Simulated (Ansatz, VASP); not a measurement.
**Zn2CdS3 in VASP and in Ansatz**

```
Zn Cd S
1.0
    -1.97218    1.97218    8.47790
     1.97218   -1.97218    8.47790
     1.97218    1.97218   -8.47790
Zn Cd S
2 1 3
Direct
  0.67202 0.67202 0.00000
  0.32798 0.32798 0.00000
  0.00000 0.00000 0.00000
  0.59462 0.09462 0.50000
  0.25000 0.75000 0.50000
  0.90538 0.40538 0.50000
```

Alike in both runs: functional PBE; k mesh 10 × 10 × 10; occupations gaussian, width 0.02 eV; no spin polarisation.

Ansatz relaxed the structure, and its values are those at the end. VASP's run is a single point on that final structure, the one shown.

```csv
,VASP,Ansatz
version,VASP 6.6.1,Ansatz 0.2.0
potentials or method,"VASP PAW PBE potentials, release 64 (Zn, Cd, S), cutoff 520 eV","scalar-relativistic, plane waves, PAW"
valence electrons in the cell,54,62
```

```csv
,VASP,Ansatz,Ansatz less VASP
gap on the k mesh at the Fermi level (eV),1.54,1.54,-0.005
least direct gap on the mesh (eV),1.54,1.54,-0.005
pressure (GPa),0.2,0.0,-0.21
rms of the force components (eV/Å),0.008,0.001,-0.0064
```

The functional is the same, so the differences come from potentials, cutoffs and numerics. VASP's potentials hold 54 valence electrons a cell and Ansatz's 62, so a difference there can come from the potentials and not from the codes.
